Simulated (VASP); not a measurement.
Input of a VASP 6.6.1 run:

INCAR

```
ALGO = Normal
EDIFF = 1E-7
ENCUT = 520
GGA = PE
ISIF = 2
ISMEAR = 0
IVDW = 12
LASPH = True
LCHARG = True
LELF = True
LREAL = Auto
LVHAR = True
LWAVE = False
NBANDS = 63
NELM = 60
PREC = Accurate
SIGMA = 0.05
```

File KPOINTS:

```
k-points
0
Gamma
  4 4 4
```

The input POSCAR:

```
C
1.0
   -3.6975742624     -3.5579924929      3.3485511676
    3.6975742624     -3.5579924929      3.3485511676
    0.0000000000      1.4231969972      6.6971023352
C
23
Direct
    0.9432894882      0.6232607569      0.4739076975
    0.8562548457      0.2237082532      0.7092957620
    0.3866852333      0.6966254586      0.2232124646
    0.6210580081      0.9697698685      0.4481225322
    0.0504672419      0.0115495652      0.2150175518
    0.2951533931      0.3017214829      0.4673831727
    0.4998382613      0.5494167111      0.7208189147
    0.8050420233      0.7942741530      0.9461571039
    0.4568426651      0.1154953626      0.9588274910
    0.1937018247      0.8926660149      0.6986978051
   -0.1910792382      0.3735006328      1.1556748335
    0.9623751240      0.5620183239     -0.0174638902
    0.1288014050      0.7695536474      0.3093981601
    0.0340640148      0.3814958468      0.5528249913
    0.5524094418      0.8621300637      0.0455846532
    0.8110586779      0.1212540063      0.2766655159
    0.2142743095      0.1618850980      0.0470555714
    0.4821112744      0.4578010121      0.3048340183
    0.6849699574      0.7148568487      0.5474135127
    0.9450406101      0.9799810848      0.7814798242
    0.6038404342      0.3018830100      0.7930702619
    0.3705730012      0.0515192335      0.5373950366
    0.2376922177      0.6392095084      0.8047267954
```

Potentials or basis: VASP PAW PBE potentials, release 64 (C).

Command:

```sh
$ cat potpaw_PBE.64/C/POTCAR > POTCAR
$ mpirun -np 1 vasp_std > vasp.out
```

Question: What does it give for the pressure?

Answer: -5.8 GPa.

Question: What does it give for the largest force?

Answer: 4.971 eV/Å.

Question: What does it give for the dispersion energy per atom?

Answer: -0.152 eV.

Question: Estimate the band gap on the k mesh.

Answer: Zero (band 46 reaches 4.23 eV, above the bottom of band 47 at 3.70 eV).

Stress tensor (GPa, compression positive):
```
 -0.56 -17.79  -0.16
-17.79 -16.97  -0.21
 -0.16  -0.21   0.16
```
